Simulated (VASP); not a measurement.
Here is a VASP 6.6.1 calculation.

POSCAR

```
Al2O3
1.0
    3.0174825440      0.0000000000      0.0000000000
   -1.5087412720      2.6132165386      0.0000000000
    0.0000000000      0.0000000000      7.5746360022
Al O
2 3
Direct
    0.0000000000      0.0000000000      0.7220490000
    0.0000000000      0.0000000000      0.2779510000
    0.0000000000      0.0000000000      0.5000000000
    0.6666666667      0.3333333333      0.8005460000
    0.3333333333      0.6666666667      0.1994540000
```

Contents of INCAR.step1:

```
SYSTEM = Al2O3
  PREC = Accurate
  ENCUT = 520
  EDIFF = 1E-5
  ISMEAR = -1
  SIGMA = 0.05
  LREAL = .FALSE.
  LASPH = .TRUE.
  NELM = 60
  ALGO = Normal
  ISIF = 2
  LWAVE = .TRUE.
  GGA = PE
  NBANDS = 20
  KPAR = 4
```

The input INCAR.step2:

```
SYSTEM = Al2O3
  PREC = Accurate
  ENCUT = 520
  EDIFF = 1E-6
  ISMEAR = -1
  SIGMA = 0.05
  LREAL = .FALSE.
  LASPH = .TRUE.
  NELM = 60
  ALGO = Normal
  ISIF = 2
  LWAVE = .FALSE.
  LCHARG = .TRUE.
  GGA = PE
  LHFCALC = .TRUE.
  HFSCREEN = 0.2079
  PRECFOCK = Fast
  LVHAR = .TRUE.
  ISTART = 1
  NBANDS = 20
  KPAR = 4
```

The input KPOINTS:

```
Automatic mesh
0
G
  8 8 4
  0 0 0
```

Potentials or basis: VASP PAW PBE potentials, release 64 (Al, O).

Launch:

```sh
$ cat potpaw_PBE.64/Al/POTCAR potpaw_PBE.64/O/POTCAR > POTCAR
$ cp INCAR.step1 INCAR
$ mpirun -np 4 vasp_std > vasp.out
$ cp INCAR.step2 INCAR
$ mpirun -np 4 vasp_std > vasp.out
```

Predict the largest force.

0.433 eV/Å.

Estimate the band gap on the k mesh.

3.91 eV.

Estimate the pressure.

-5.5 GPa.

Forces in eV/Å, atoms in the order of the input:
```
Al   0.000  0.000 -0.238
Al   0.000  0.000  0.238
O    0.000  0.000  0.000
O    0.000  0.000 -0.433
O    0.000  0.000  0.433
```

Caveat: the cell stands under tension; the PAW data sets were made with another functional, which shifts forces and pressure a little. A k mesh can miss the band edges.
